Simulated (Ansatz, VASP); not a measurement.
One calculation of Sc, two programs

```
CELL_PARAMETERS angstrom
-1.83873 1.83873 1.83873
1.83873 -1.83873 1.83873
1.83873 1.83873 -1.83873
ATOMIC_POSITIONS crystal
Sc 0.00000 0.00000 0.00000
```

Alike in both runs: functional PBE; k mesh 13 × 13 × 13; occupations fermi-dirac, width 0.05 eV; no spin polarisation.

Ansatz relaxed the structure, and its values are those at the end. VASP's run is a single point on that final structure, the one shown.

```csv
,VASP,Ansatz
version,VASP 6.6.1,Ansatz 0.2.0
potentials or method,"VASP PAW PBE potentials, release 64 (Sc_sv)","PAW with Ansatz's default frozen-core files, scalar-relativistic"
plane-wave cutoff (eV),520,420
valence electrons in the cell,11,11
```

|  | VASP | Ansatz | Ansatz less VASP |
| --- | --- | --- | --- |
| pressure (GPa) | 0.0 | 0.0 | -0.03 |
